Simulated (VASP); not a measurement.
# In2Bi2Sb (I4/mmm) in VASP: single point with PBE

Aim: the single point of In2Bi2Sb with PBE.

Program: VASP 6.6.1. These are calculated values, not measurements. Logs are shortened: lines on timing, memory, paths and dates and some standing lists are left out, and cuts for length are marked.

## 1. The cell of the first run

It takes space group I4/mmm (No. 139, tetragonal). Conventional cell: a = 4.262 Å, b = 4.262 Å, c = 17.165 Å, α = 90.00°, β = 90.00°, γ = 90.00°. Within 4.0 Å of In (site symmetry -4m2) lie 4 In at 3.01 Å and 4 Bi at 3.43 Å. Within 4.5 Å of Sb (site symmetry 4/mmm) lie 8 Bi at 3.42 Å and 4 Sb at 4.26 Å. Within 4.3 Å of Bi (site symmetry 4mm) lie 5 Bi at 3.22 to 4.26 Å and 4 Sb at 3.42 Å and 4 In at 3.43 Å.

## 2. Single point, PBE

INCAR reads:

```
  PREC = Accurate
  ENCUT = 520
  EDIFF = 1E-6
  ISMEAR = 0
  SIGMA = 0.1
  LREAL = False
  LASPH = True
  NELM = 100
  ALGO = Fast
  ISIF = 2
  LWAVE = False
  LCHARG = False
  GGA = PE
  NBANDS = 38
```

KPOINTS reads:

```
regular mesh
0
Gamma
  6 6 6
```

POSCAR reads:

```
In2Bi2Sb
1.0
   -2.1310447113      2.1310447113      8.5825563053
    2.1310447113     -2.1310447113      8.5825563053
    2.1310447113      2.1310447113     -8.5825563053
In Sb Bi
2 1 2
Direct
    0.2500000000      0.7500000000      0.5000000000
    0.7500000000      0.2500000000      0.5000000000
    0.0000000000      0.0000000000      0.0000000000
    0.5937118284      0.5937118284      0.0000000000
    0.4062881716      0.4062881716      0.0000000000
```

Potentials or basis: VASP PAW PBE potentials, release 64 (In_d, Sb, Bi_d).

Run with:

```bash
$ cat potpaw_PBE.64/In_d/POTCAR potpaw_PBE.64/Sb/POTCAR potpaw_PBE.64/Bi_d/POTCAR > POTCAR
$ mpirun -np 1 vasp_std > vasp.out
```

OUTCAR:

```text
PREC = Accurate
   ENCUT = 520
   EDIFF = 1E-6
   ISMEAR = 0
   LREAL = False
   LASPH = True
   NELM = 100
   ISIF = 2
   GGA = PE

 ion  position               nearest neighbor table
   1  0.250  0.750  0.500-   2 3.01   2 3.01   2 3.01   2 3.01   4 3.43   4 3.43   5 3.43   5 3.43

   2  0.750  0.250  0.500-   1 3.01   1 3.01   1 3.01   1 3.01   4 3.43   4 3.43   5 3.43   5 3.43

   3  0.000  0.000  0.000-   5 3.42   5 3.42   5 3.42   5 3.42   4 3.42   4 3.42   4 3.42   4 3.42

   4  0.594  0.594  0.000-   5 3.22   3 3.42   3 3.42   3 3.42   3 3.42   2 3.43   1 3.43   2 3.43
                             1 3.43
   5  0.406  0.406  0.000-   4 3.22   3 3.42   3 3.42   3 3.42   3 3.42   1 3.43   2 3.43   1 3.43
                             2 3.43

  LATTYP: Found a body centered tetragonal cell.
 ALAT       =     4.2620894226
 C/A-ratio  =     4.0273938223

  Lattice vectors:

 A1 = (  -2.1310447113,   2.1310447113,   8.5825563053)
 A2 = (   2.1310447113,  -2.1310447113,   8.5825563053)
 A3 = (   2.1310447113,   2.1310447113,  -8.5825563053)

Analysis of symmetry for initial positions (statically):
=====================================================================
 Subroutine PRICEL returns:
 Original cell was already a primitive cell.

 Routine SETGRP: Setting up the symmetry group for a
 body centered tetragonal supercell.

 Subroutine GETGRP returns: Found 16 space group operations
 (whereof 16 operations were pure point group operations)
 out of a pool of 16 trial point group operations.

The static configuration has the point symmetry D_4h.

Analysis of symmetry for dynamics (positions and initial velocities):
=====================================================================
 Subroutine PRICEL returns:
 Original cell was already a primitive cell.

 Routine SETGRP: Setting up the symmetry group for a
 body centered tetragonal supercell.

 Subroutine GETGRP returns: Found 16 space group operations
 (whereof 16 operations were pure point group operations)
 out of a pool of 16 trial point group operations.

The dynamic configuration has the point symmetry D_4h.

 Subroutine INISYM returns: Found 16 space group operations
 (whereof 16 operations are pure point group operations),
 and found     1 'primitive' translations

----------------------------------------------------------------------------------------

                                     Primitive cell
[... 93 lines left out ...]
   LSORBIT =      F    spin-orbit coupling
   LASPH  =      T    aspherical Exc in radial PAW
   ENCUT  =  520.0 eV  38.22 Ry    6.18 a.u.  16.91 16.91 16.91*2*pi/ulx,y,z
   NELM   =    100;   NELMIN=  2; NELMDL= -5     # of ELM steps
   EDIFF  = 0.1E-05   stopping-criterion for ELM
   LREAL  =      F    real-space projection
   EDIFFG = 0.1E-04   stopping-criterion for IOM
   NSW    =      0    number of steps for IOM
   IBRION =     -1    ionic relax: 0-MD 1-quasi-New 2-CG
   NFREE  =      0    steps in history (QN), initial steepest desc. (CG)
   ISIF   =      2    stress and relaxation
   ISYM   =      2    0-nonsym 1-usesym 2-fastsym
   POTIM  = 0.5000    time-step for ionic-motion
   TEBEG  =    0.0;   TEEND  =   0.0 temperature during run
   PSTRESS=    0.0 pullay stress
   NELECT =      61.0000    total number of electrons
   NUPDOWN=      -1.0000    fix difference up-down
   EMIN   =  10.00;   EMAX   =-10.00  energy-range for DOS
   EFERMI =   0.00;   METHOD = LEGACY
   ISMEAR =     0;   SIGMA  =   0.10  broadening in eV -4-tet -1-fermi 0-gaus
   EFERMI_NEDOS =   21; number of points for ismear=-14 and -15
   IALGO  =     68    algorithm
   IMIX   =      4    mixing-type and parameters
     AMIX     =   0.40;   BMIX     =  1.00
     AMIX_MAG =   1.60;   BMIX_MAG =  1.00
  volume/ion in A,a.u.               =      31.18       210.42
  Fermi-wavevector in a.u.,A,eV,Ry     =   1.197377  2.262714 19.506826  1.433711
  Thomas-Fermi vector in A             =   2.333293
   LORBIT       =      0    0 simple, 1 ext, 2 COOP (PROOUT), +10 PAW based schemes
   GGA     = PE    functional components
   LHFCALC =     F    Hartree Fock is set to
   AEXX    =    0.0000 exact exchange contribution
   IVDW    =     0    specifies the selected vdW correction
   LEPSILON=     F    determine dielectric tensor
   LRPA    =     F    only Hartree local field effects (RPA)
 non-spin polarized calculation
 RMM-DIIS sequential band-by-band and
 Gauss-broadening in eV      SIGMA  =   0.10
  energy-cutoff  :      520.00
  volume of cell :      155.91
 maximum number of plane-waves:      4232
 NGX is ok and might be reduce to    70
   NGX = 33   NGY = 33   NGZ = 33

 number of electron      60.9999998 magnetization

 Free energy of the ion-electron system (eV)
  ---------------------------------------------------
  ext. energy  EPLUGINS =         0.00000000
  ---------------------------------------------------
  free energy    TOTEN  =       -16.27860735 eV

  energy without entropy =      -16.25796440  energy(sigma->0) =      -16.26828588

 E-fermi :   6.6401     XC(G=0):  -9.7360

 val. band max:        6.6287180782   @ k =  -0.1667   0.5000   0.1667
 cond. band min:       6.6659858725   @ k =   0.5000   0.1667   0.0000
 fundamental gap:      0.0372677943
 Fermi energy:         6.6401371055

 k-point     1 :       0.0000    0.0000    0.0000
  band No.  band energies     occupation
      1     -16.2877      2.00000
      2     -16.2152      2.00000
      3     -16.2152      2.00000
      4     -16.1823      2.00000
      5     -16.1763      2.00000
      6     -16.1643      2.00000
[... 973 lines left out ...]
     37      10.5870      0.00000
     38      11.0185      0.00000

 [... further k-points ...]
[... 5 lines left out ...]
  --------------------------------------------------------------------------------------
  -------------------------------------------------------------------------------------
  Total       -0.4296204     -0.4296204     -0.2455288      0.0000000      0.0000000      0.0000000
  in kB       -4.4150299     -4.4150299     -2.5231976      0.0000000      0.0000000      0.0000000
  external PRESSURE =      -3.7844192 kB  Pullay stress =       0.0000000 kB

 VOLUME and BASIS-vectors are now :
 -----------------------------------------------------------------------------
  energy-cutoff  :      520.00
  volume of cell :      155.91
      direct lattice vectors                 reciprocal lattice vectors
    -2.131044711  2.131044711  8.582556305     0.000000000  0.234626706  0.058257701
     2.131044711 -2.131044711  8.582556305     0.234626706  0.000000000  0.058257701
     2.131044711  2.131044711 -8.582556305     0.234626706  0.234626706  0.000000000

 POSITION                                       TOTAL-FORCE (eV/Angst)
 -----------------------------------------------------------------------------------
      2.13104     -0.00000      4.29128        -0.000000     -0.000000      0.000000
     -0.00000      2.13104      4.29128        -0.000000     -0.000000      0.000000
      0.00000      0.00000      0.00000        -0.000000     -0.000000      0.000000
      0.00000      0.00000     10.19113         0.000000      0.000000      0.009293
      0.00000      0.00000      6.97398        -0.000000     -0.000000     -0.009293
 -----------------------------------------------------------------------------------
    total drift:                                0.000000     -0.000000     -0.000000

  FREE ENERGIE OF THE ION-ELECTRON SYSTEM (eV)
  ---------------------------------------------------
  free  energy   TOTEN  =       -16.2786073543 eV

  energy  without entropy=      -16.2579644008  energy(sigma->0) =      -16.26828588
```

OSZICAR:

```text
N       E                     dE             d eps       ncg     rms          rms(c)
DAV:   1     0.645298410392E+03    0.64530E+03   -0.29378E+04  2280   0.188E+03
DAV:   2     0.577000898817E+02   -0.58760E+03   -0.57667E+03  2286   0.510E+02
DAV:   3    -0.127784661667E+02   -0.70479E+02   -0.68747E+02  2710   0.197E+02
DAV:   4    -0.162026304459E+02   -0.34242E+01   -0.33996E+01  2654   0.457E+01
DAV:   5    -0.163873701216E+02   -0.18474E+00   -0.18468E+00  3664   0.962E+00    0.395E+00
RMM:   6    -0.162875210955E+02    0.99849E-01   -0.16450E-01  2615   0.334E+00    0.212E+00
RMM:   7    -0.162772941796E+02    0.10227E-01   -0.63824E-02  2819   0.196E+00    0.713E-01
RMM:   8    -0.162780686602E+02   -0.77448E-03   -0.19556E-02  3017   0.849E-01    0.208E-01
RMM:   9    -0.162783428976E+02   -0.27424E-03   -0.46368E-03  3247   0.614E-01    0.125E-01
RMM:  10    -0.162785483424E+02   -0.20544E-03   -0.16177E-03  3663   0.237E-01    0.918E-02
RMM:  11    -0.162785992238E+02   -0.50881E-04   -0.30471E-04  3194   0.118E-01    0.597E-02
RMM:  12    -0.162786026801E+02   -0.34563E-05   -0.90434E-05  3161   0.737E-02    0.321E-02
RMM:  13    -0.162786065019E+02   -0.38218E-05   -0.43050E-05  3494   0.362E-02    0.390E-02
RMM:  14    -0.162786073543E+02   -0.85241E-06   -0.72169E-06  2270   0.221E-02
   1 F= -.16278607E+02 E0= -.16268286E+02  d E =-.206430E-01
```

Wall time 14 min (1 thread of Intel Xeon Platinum 8259CL at 2.50GHz (Skylake/Cascade Lake), shared host); peak memory 0.8 GiB.

Results:

```
Free energy            : -16.2786 eV
Pressure               : -0.4 GPa
Largest force          : 0.009 eV/Å
Band gap on the k mesh : zero (an odd number of electrons rules out a gap without spin polarisation)
```

Forces in eV/Å, atoms in the order of the input:
```
In   0.000  0.000  0.000
In   0.000  0.000  0.000
Sb   0.000  0.000  0.000
Bi   0.000  0.000  0.009
Bi   0.000  0.000 -0.009
```

Stress tensor (GPa, compression positive):
```
-0.44  0.00  0.00
 0.00 -0.44  0.00
 0.00  0.00 -0.25
```

Levels at points of the mesh, in eV from the Fermi level:
```csv
k point,band 27,band 28,band 29,band 30,band 31,band 32,band 33,band 34
"(0.00, 0.00, 0.00)",-1.64,-0.80,-0.60,-0.60,-0.43,0.11,2.15,2.15
"(0.50, 0.00, 0.00)",-2.31,-1.33,-0.11,0.07,0.45,0.93,1.33,2.41
"(0.50, 0.50, 0.00)",-3.52,-3.34,-2.67,-2.21,-0.86,-0.46,-0.42,0.47
"(0.50, 0.50, 0.50)",-2.14,-0.62,0.09,0.34,0.34,0.68,0.68,2.47
```

Caveat: spin-orbit coupling is left out, which moves the levels of the heavy elements.

The gap in the log of VASP goes by the Fermi energy; the results here count the filled bands.